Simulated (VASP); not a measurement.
# Mg8HO8 (a cell with a defect) in VASP: single point with PBE

Aim: the single point of Mg8HO8 (a cell with a defect) with PBE.

Program: VASP 6.6.1. These are calculated values, not measurements. Logs are shortened: lines on timing, memory, paths and dates and some standing lists are left out, and cuts for length are marked.

## Step 1: The cell of the first run

The cell holds a defect, 17 atoms: a = 5.466 Å, b = 5.466 Å, c = 5.466 Å, α = 60.00°, β = 60.00°, γ = 60.00°.

## Step 2: Single point, PBE, collinear spin

File INCAR:

```
ALGO = Normal
EDIFF = 1E-6
ENCUT = 520
GGA = PE
ISIF = 2
ISMEAR = -1
ISPIN = 2
LASPH = T
LCHARG = T
LELF = T
LORBIT = 11
LREAL = Auto
LVHAR = T
LWAVE = F
MAGMOM = 0 0 0 0 0 0 0 0 0.08 0 0.08 0.08 0 0 0.08 0 0.32
NBANDS = 50
NELM = 150
PREC = Accurate
SIGMA = 0.05
```

File KPOINTS:

```
k-points
0
Gamma
  2 2 2
```

File POSCAR:

```
Mg8HO8
1.0
    0.0000000000      3.8650000000      3.8650000000
    3.8650000000      0.0000000000      3.8650000000
    3.8650000000      3.8650000000      0.0000000000
Mg O H
8 8 1
Direct
    0.0031306598      0.0080465718     -0.0090038810
    0.0100905563     -0.0103234153      0.4866752911
   -0.0159637775      0.5037774903      0.0053557568
    0.0149288486      0.5019404916      0.4917464424
    0.5083441138      0.0017464424     -0.0168822768
    0.4883829237      0.0002846054      0.5188098318
    0.5031953428      0.4927425614     -0.0003234153
    0.4989262613      0.4989780078      0.5166494179
    0.2439068564      0.2626649418      0.2443725744
    0.2464036223      0.2481371281      0.7502846054
    0.2494695990      0.7487968952      0.2394566624
    0.2356921087      0.7465071151      0.7784605433
    0.7351358344      0.2537386805      0.2532212160
    0.7507891332      0.2533247089      0.7541009056
    0.7677878396      0.7459508409      0.2510996119
    0.7466235446      0.7497283312      0.7476067270
    0.4065847348      0.8726908150      0.3592108668
```

Potentials or basis: VASP PAW PBE potentials, release 64 (Mg, O, H).

Started as:

```sh
$ cat potpaw_PBE.64/Mg/POTCAR potpaw_PBE.64/O/POTCAR potpaw_PBE.64/H/POTCAR > POTCAR
$ mpirun -np 1 vasp_std > vasp.out
```

OUTCAR:

```text
EDIFF = 1E-6
   ENCUT = 520
   GGA = PE
   ISIF = 2
   ISMEAR = -1
   ISPIN = 2
   LASPH = T
   LORBIT = 11
   LREAL = Auto
   NELM = 150
   PREC = Accurate

 ion  position               nearest neighbor table
   1  0.003  0.008  0.991-  12 1.84  10 1.87  14 1.89  11 1.91  15 1.92  13 1.97   6 2.62   2 2.68
                             7 2.69   3 2.70   4 2.71   5 2.72   5 2.74   4 2.75   3 2.77   7 2.78
   2  0.010  0.990  0.487-  17 1.77  11 1.89  16 1.95   9 1.96  13 1.97  12 2.01  14 2.05   4 2.64
                             1 2.68   8 2.68   3 2.72   5 2.73   6 2.74   5 2.74   6 2.74   3 2.75
   3  0.984  0.504  0.005-  15 1.89  12 1.91  16 1.91  13 1.93   9 1.93  10 1.97   5 2.66   7 2.67
                             1 2.70   2 2.72   8 2.73   4 2.73   4 2.74   8 2.75   2 2.75   1 2.77
   4  0.015  0.502  0.492-  11 1.86   9 1.88  15 1.89  10 1.90  16 1.95  14 1.98   2 2.64   6 2.67
                             7 2.68   8 2.71   1 2.71   3 2.73   3 2.74   1 2.75   8 2.76   7 2.79
   5  0.508  0.002  0.983-  17 1.68  16 1.89  14 1.91  10 1.91  11 1.98   9 2.02  15 2.04   6 2.60
                             8 2.64   3 2.66   7 2.72   1 2.72   2 2.73   2 2.74   1 2.74   7 2.75
   6  0.488  0.000  0.519-  17 1.66  10 1.85  16 1.88  13 1.94  12 1.96   9 2.01  15 2.02   5 2.60
                             1 2.62   4 2.67   7 2.70   8 2.72   2 2.74   2 2.74   8 2.75   7 2.77
   7  0.503  0.493  1.000-  14 1.87  13 1.88   9 1.89  12 1.89  11 1.92  16 1.93   8 2.63   3 2.67
                             4 2.68   1 2.69   6 2.70   5 2.72   5 2.75   6 2.77   1 2.78   4 2.79
   8  0.499  0.499  0.517-  17 1.68  14 1.89  10 1.95  13 1.97  12 1.97  15 2.00  11 2.04   7 2.63
                             5 2.64   2 2.68   4 2.71   6 2.72   3 2.73   3 2.75   6 2.75   4 2.76
   9  0.244  0.263  0.244-   4 1.88   7 1.89   3 1.93   2 1.96   6 2.01   5 2.02
  10  0.246  0.248  0.750-   6 1.85   1 1.87   4 1.90   5 1.91   8 1.95   3 1.97
  11  0.249  0.749  0.239-   4 1.86   2 1.89   1 1.91   7 1.92   5 1.98   8 2.04
  12  0.236  0.747  0.778-   1 1.84   7 1.89   3 1.91   6 1.96   8 1.97   2 2.01
  13  0.735  0.254  0.253-   7 1.88   3 1.93   6 1.94   1 1.97   2 1.97   8 1.97
  14  0.751  0.253  0.754-   7 1.87   1 1.89   8 1.89   5 1.91   4 1.98   2 2.05
  15  0.768  0.746  0.251-   4 1.89   3 1.89   1 1.92   8 2.00   6 2.02   5 2.04
  16  0.747  0.750  0.748-   6 1.88   5 1.89   3 1.91   7 1.93   2 1.95   4 1.95
  17  0.407  0.873  0.359-   6 1.66   8 1.68   5 1.68   2 1.77

  LATTYP: Found a face centered cubic cell.
 ALAT       =     7.7300000000

  Lattice vectors:

 A1 = (   0.0000000000,   3.8650000000,   3.8650000000)
 A2 = (   3.8650000000,   0.0000000000,   3.8650000000)
 A3 = (   3.8650000000,   3.8650000000,   0.0000000000)

Analysis of symmetry for initial positions (statically):
=====================================================================
 Subroutine PRICEL returns:
 Original cell was already a primitive cell.

 Routine SETGRP: Setting up the symmetry group for a
 face centered cubic supercell.

 Subroutine GETGRP returns: Found  1 space group operations
 (whereof  1 operations were pure point group operations)
 out of a pool of 48 trial point group operations.

The static configuration has the point symmetry C_1 .

Analysis of symmetry for dynamics (positions and initial velocities):
=====================================================================
 Subroutine PRICEL returns:
 Original cell was already a primitive cell.

 Routine SETGRP: Setting up the symmetry group for a
 face centered cubic supercell.

 Subroutine GETGRP returns: Found  1 space group operations
 (whereof  1 operations were pure point group operations)
 out of a pool of 48 trial point group operations.

The dynamic configuration has the point symmetry C_1 .

Analysis of structural, dynamic, and magnetic symmetry:
=====================================================================
 Subroutine PRICEL returns:
 Original cell was already a primitive cell.

 Routine SETGRP: Setting up the symmetry group for a
 face centered cubic supercell.

 Subroutine GETGRP returns: Found  1 space group operations
 (whereof  1 operations were pure point group operations)
 out of a pool of 48 trial point group operations.

The overall configuration has the point symmetry C_1 .

 Subroutine INISYM returns: Found  1 space group operations
 (whereof  1 operations are pure point group operations),
 and found     1 'primitive' translations

----------------------------------------------------------------------------------------

                                     Primitive cell

  volume of cell :     115.4725

  direct lattice vectors                    reciprocal lattice vectors
     0.000000000  3.865000000  3.865000000    -0.129366106  0.129366106  0.129366106
     3.865000000  0.000000000  3.865000000     0.129366106 -0.129366106  0.129366106
     3.865000000  3.865000000  0.000000000     0.129366106  0.129366106 -0.129366106

  length of vectors
     5.465935419  5.465935419  5.465935419     0.224068669  0.224068669  0.224068669

  position of ions in fractional coordinates (direct lattice)
     0.003130660  0.008046572  0.990996119
     0.010090556  0.989676585  0.486675291
     0.984036223  0.503777490  0.005355757
     0.014928849  0.501940492  0.491746442
     0.508344114  0.001746442  0.983117723
[... 62 lines left out ...]
  0.500000  0.000000  0.000000      1.000000
  0.000000  0.500000  0.000000      1.000000
  0.000000  0.000000  0.500000      1.000000
  0.500000  0.500000  0.500000      1.000000
  0.500000  0.500000  0.000000      1.000000
  0.000000  0.500000  0.500000      1.000000
  0.500000  0.000000  0.500000      1.000000
   k-points           NKPTS =      8   k-points in BZ     NKDIM =      8   number of bands    NBANDS=     50
   number of dos      NEDOS =    301   number of ions     NIONS =     17
   total plane-waves  NPLWV =  74088
   dimension x,y,z NGX =    42 NGY =   42 NGZ =   42
   dimension x,y,z NGXF=    84 NGYF=   84 NGZF=   84
   ions per type =               8   8   1
   NGX,Y,Z   is equivalent  to a cutoff of  12.77, 12.77, 12.77 a.u.
   NGXF,Y,Z  is equivalent  to a cutoff of  25.55, 25.55, 25.55 a.u.
 SYSTEM =  unknown system
   PREC   = accura    normal or accurate (medium, high low for compatibility)
   ISTART =      0    job   : 0-new  1-cont  2-samecut
   ICHARG =      2    charge: 1-file 2-atom 10-const
   ISPIN  =      2    spin polarized calculation?
   LNONCOLLINEAR =      F non collinear calculations
   LSORBIT =      F    spin-orbit coupling
   LASPH  =      T    aspherical Exc in radial PAW
   ENCUT  =  520.0 eV  38.22 Ry    6.18 a.u.  10.16 10.16 10.16*2*pi/ulx,y,z
   NELM   =    150;   NELMIN=  2; NELMDL= -5     # of ELM steps
   EDIFF  = 0.1E-05   stopping-criterion for ELM
   LREAL  =      T    real-space projection
   EDIFFG = 0.1E-04   stopping-criterion for IOM
   NSW    =      0    number of steps for IOM
   IBRION =     -1    ionic relax: 0-MD 1-quasi-New 2-CG
   NFREE  =      0    steps in history (QN), initial steepest desc. (CG)
   ISIF   =      2    stress and relaxation
   ISYM   =      2    0-nonsym 1-usesym 2-fastsym
   POTIM  = 0.5000    time-step for ionic-motion
   TEBEG  =    0.0;   TEEND  =   0.0 temperature during run
   PSTRESS=    0.0 pullay stress
   NELECT =      65.0000    total number of electrons
   NUPDOWN=      -1.0000    fix difference up-down
   EMIN   =  10.00;   EMAX   =-10.00  energy-range for DOS
   EFERMI =   0.00;   METHOD = LEGACY
   ISMEAR =    -1;   SIGMA  =   0.05  broadening in eV -4-tet -1-fermi 0-gaus
   EFERMI_NEDOS =   21; number of points for ismear=-14 and -15
   IALGO  =     38    algorithm
   IMIX   =      4    mixing-type and parameters
     AMIX     =   0.40;   BMIX     =  1.00
     AMIX_MAG =   1.60;   BMIX_MAG =  1.00
  volume/ion in A,a.u.               =       6.79        45.84
  Fermi-wavevector in a.u.,A,eV,Ry     =   1.351719  2.554379 24.859811  1.827145
  Thomas-Fermi vector in A             =   2.479118
   LORBIT       =     11    0 simple, 1 ext, 2 COOP (PROOUT), +10 PAW based schemes
   GGA     = PE    functional components
   LHFCALC =     F    Hartree Fock is set to
   AEXX    =    0.0000 exact exchange contribution
   IVDW    =     0    specifies the selected vdW correction
   LEPSILON=     F    determine dielectric tensor
   LRPA    =     F    only Hartree local field effects (RPA)
 spin polarized calculation
  energy-cutoff  :      520.00
  volume of cell :      115.47
 maximum number of plane-waves:      3138
 NGX is ok and might be reduce to    42
   NGX = 21   NGY = 21   NGZ = 21

 number of electron      65.0000000 magnetization       0.7501721

 Free energy of the ion-electron system (eV)
  ---------------------------------------------------
  ext. energy  EPLUGINS =         0.00000000
  ---------------------------------------------------
  free energy    TOTEN  =       -85.09062354 eV

  energy without entropy =      -85.07908828  energy(sigma->0) =      -85.08485591

 E-fermi :   9.8490     XC(G=0): -12.4610

 val. band max:        9.8475135208   @ k =   0.5000   0.0000   0.5000
 cond. band min:      10.5305706505   @ k =   0.0000   0.0000   0.5000
 fundamental gap:      0.6830571296
 Fermi energy:         9.8490366520

 spin component 1

 k-point     1 :       0.0000    0.0000    0.0000
  band No.  band energies     occupation
      1     -13.4351      1.00000
      2     -11.5176      1.00000
      3     -11.3875      1.00000
      4     -11.2673      1.00000
      5     -11.1902      1.00000
      6     -10.9448      1.00000
[... 365 lines left out ...]
     43      18.7265      0.00000
     44      18.8414      0.00000
 Fermi energy:         9.8490366520

 spin component 2

 k-point     1 :       0.0000    0.0000    0.0000
  band No.  band energies     occupation
      1     -13.3655      1.00000
      2     -11.4768      1.00000
      3     -11.3432      1.00000
      4     -11.2237      1.00000
      5     -11.1400      1.00000
      6     -10.8377      1.00000
[... 365 lines left out ...]
     43      18.7453      0.00000
     44      18.8751      0.00000
 [bands above 44 left out]

------------------------ aborting loop because EDIFF is reached ----------------------------------------

  FORCE on cell =-STRESS in cart. coord.  units (eV):
  Direction    XX          YY          ZZ          XY          YZ          ZX
  --------------------------------------------------------------------------------------
  -------------------------------------------------------------------------------------
  Total       65.5307631     65.1615572     63.4870856      0.0507945     -0.1340247      0.3363227
  in kB      909.2374540    904.1147327    880.8814882      0.7047725     -1.8595892      4.6664673
  external PRESSURE =     898.0778916 kB  Pullay stress =       0.0000000 kB

 VOLUME and BASIS-vectors are now :
 -----------------------------------------------------------------------------
  energy-cutoff  :      520.00
  volume of cell :      115.47
      direct lattice vectors                 reciprocal lattice vectors
     0.000000000  3.865000000  3.865000000    -0.129366106  0.129366106  0.129366106
     3.865000000  0.000000000  3.865000000     0.129366106 -0.129366106  0.129366106
     3.865000000  3.865000000  0.000000000     0.129366106  0.129366106 -0.129366106

 POSITION                                       TOTAL-FORCE (eV/Angst)
 -----------------------------------------------------------------------------------
      3.86130      3.84230      0.04320         1.067543      0.180808     -1.260658
      5.70610      1.92000      3.86410         1.662773      0.012474      0.284313
      1.96780      3.82400      5.75040        -0.340902      0.664555      0.187334
      3.84060      1.95830      1.99770         0.312149     -0.502090     -1.233571
      3.80650      5.76450      1.97150         1.021609      0.726748     -0.238958
      2.00630      3.89280      1.88870        -1.449502     -0.662209      0.756225
[... 9 lines left out ...]
      5.78720      5.77520      5.78340        -0.245815      0.542491      0.435386
      4.76130      2.95980      4.94440         0.344152     -0.302097     -0.506524
 -----------------------------------------------------------------------------------
    total drift:                                0.004109     -0.009365     -0.005039

  FREE ENERGIE OF THE ION-ELECTRON SYSTEM (eV)
  ---------------------------------------------------
  free  energy   TOTEN  =       -85.0906235351 eV

  energy  without entropy=      -85.0790882767  energy(sigma->0) =      -85.08485591

 total charge

# of ion       s       p       d       tot
------------------------------------------
    1        0.205   0.309   0.170   0.683
    2        0.189   0.273   0.145   0.607
    3        0.197   0.290   0.155   0.643
    4        0.202   0.302   0.164   0.669
    5        0.194   0.285   0.154   0.633
    6        0.199   0.296   0.162   0.657
[... 9 lines left out ...]
   16        1.555   3.745   0.000   5.300
   17        0.627   0.032   0.000   0.659
--------------------------------------------------
tot         14.687  32.166   1.269  48.122

 magnetization (x)

# of ion       s       p       d       tot
------------------------------------------
    1        0.000   0.001   0.001   0.003
    2       -0.000   0.001   0.004   0.005
    3        0.000   0.001   0.001   0.003
    4        0.001   0.001   0.002   0.004
    5       -0.000   0.001   0.004   0.005
    6        0.000   0.002   0.005   0.007
[... 9 lines left out ...]
   16       -0.000  -0.001   0.000  -0.001
   17        0.237   0.002   0.000   0.239
--------------------------------------------------
tot          0.267   0.293   0.024   0.584
```

Wall time 7.3 min (1 thread of Intel Xeon 8259CL, shared host); peak memory 0.35 GiB.

Results:

```
Free energy                                           : -85.0906 eV
Pressure                                              : 89.8 GPa
Largest force                                         : 1.764 eV/Å
Net moment                                            : 0.75 μB per cell
Site moments                                          : Mg +0.00, +0.01 (each value once); O +0.07, -0.00, +0.06, +0.11 (each value once); H +0.24 μB
Valence electrons inside the program's atomic spheres : Mg 0.68, 0.61, 0.64, 0.67, 0.63, 0.66, 0.62 (each value once); O 5.27, 5.31, 5.28, 5.29, 5.25, 5.30 (each value once); H 0.66
```

Forces in eV/Å, atoms in the order of the input:
```
Mg   1.068  0.181 -1.261
Mg   1.663  0.012  0.284
Mg  -0.341  0.665  0.187
Mg   0.312 -0.502 -1.234
Mg   1.022  0.727 -0.239
Mg  -1.450 -0.662  0.756
Mg   0.731 -0.105 -0.015
Mg  -0.837 -0.635  0.135
O   -0.279 -0.254 -0.319
O    1.206  0.248  0.963
O   -0.280  0.310  0.260
O   -1.424 -0.721  0.021
O    0.063  1.219  0.376
O   -1.359 -0.382  0.107
O   -0.193 -0.340  0.049
O   -0.246  0.542  0.435
H    0.344 -0.302 -0.507
```

Caveat: the k points lie up to 0.70 Å⁻¹ apart.
